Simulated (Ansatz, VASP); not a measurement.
Two plane-wave programs on LiH

POSCAR

```
LiH
1.0
    0.0000000000      2.0033987008      2.0033987008
    2.0033987008      0.0000000000      2.0033987008
    2.0033987008      2.0033987008      0.0000000000
Li H
1 1
Direct
    0.0000000000      0.0000000000      0.0000000000
    0.5000000000      0.5000000000      0.5000000000
```

INCAR.step1

```
SYSTEM = LiH
PREC = Accurate ; ENCUT = 520
EDIFF = 1E-5 ; ISMEAR = 0
SIGMA = 0.02 ; LREAL = .FALSE.
LASPH = .TRUE. ; NELM = 80
ALGO = Normal ; ISIF = 2
LWAVE = .TRUE. ; GGA = PE
NBANDS = 9
```

The input INCAR.step2:

```
SYSTEM = LiH
PREC = Accurate ; ENCUT = 520
EDIFF = 1E-7 ; ISMEAR = 0
SIGMA = 0.02 ; LREAL = .FALSE.
LASPH = .TRUE. ; NELM = 80
ALGO = Normal ; ISIF = 2
LWAVE = .FALSE. ; LCHARG = .TRUE.
GGA = PE ; LHFCALC = .TRUE.
AEXX = 0.25 ; PRECFOCK = Normal
LELF = .TRUE. ; LVHAR = .TRUE.
ISTART = 1 ; NBANDS = 9
```

Contents of KPOINTS:

```
Automatic mesh
0
G
  8 8 8
  0 0 0
```

Input for Ansatz:

```yaml
crystal:
  lattice:
    - [0.0, 2.0033987008, 2.0033987008]
    - [2.0033987008, 0.0, 2.0033987008]
    - [2.0033987008, 2.0033987008, 0.0]
  atoms:
    - { symbol: Li, position: [0.0, 0.0, 0.0] }
    - { symbol: H, position: [0.5, 0.5, 0.5] }
basis:
  ecutwfc: 420
kpoints:
  mp_grid: { grid: [8, 8, 8] }
  band_path:
    path:
      - [[0.0, 0.0, 0.0], [0.5, 0.0, 0.5], [0.625, 0.25, 0.625]]
      - [[0.375, 0.375, 0.75], [0.0, 0.0, 0.0], [0.5, 0.5, 0.5], [0.5, 0.25, 0.75], [0.5, 0.0, 0.5]]
    npoints: 4
hamiltonian:
  xc: pbe0
scf:
  occupations: { method: gaussian, width: 0.02 }
output:
  forces: true
  stress: true
  eigenvalues: true
  populations: true
  dos: { projected: true, de: 0.02 }
  bader: false
```

Alike in both runs: task single point; functional PBE0; k mesh 8 × 8 × 8; occupations gaussian, width 0.02 eV; no spin polarisation.

|  | VASP | Ansatz |
| --- | --- | --- |
| version | VASP 6.6.1 | Ansatz 0.2.0 |
| potentials or method | VASP PAW PBE potentials, release 64 (Li_sv, H), cutoff 520 eV | scalar-relativistic, plane waves, PAW |
| valence electrons in the cell | 4 | 4 |

Ansatz gave:

- gap on the k mesh at the Fermi level (eV): 4.66
- least direct gap on the mesh (eV): 4.66

Question: Estimate VASP's values.

Answer: gap on the k mesh at the Fermi level (eV): 4.67; least direct gap on the mesh (eV): 4.67.

The functional is the same, so the differences come from potentials, cutoffs and numerics. Ansatz's warnings: stress exchange threshold loose, stress scf threshold loose.

Noted on VASP's run: the cutoff is short for stress, so the pressure is rough.
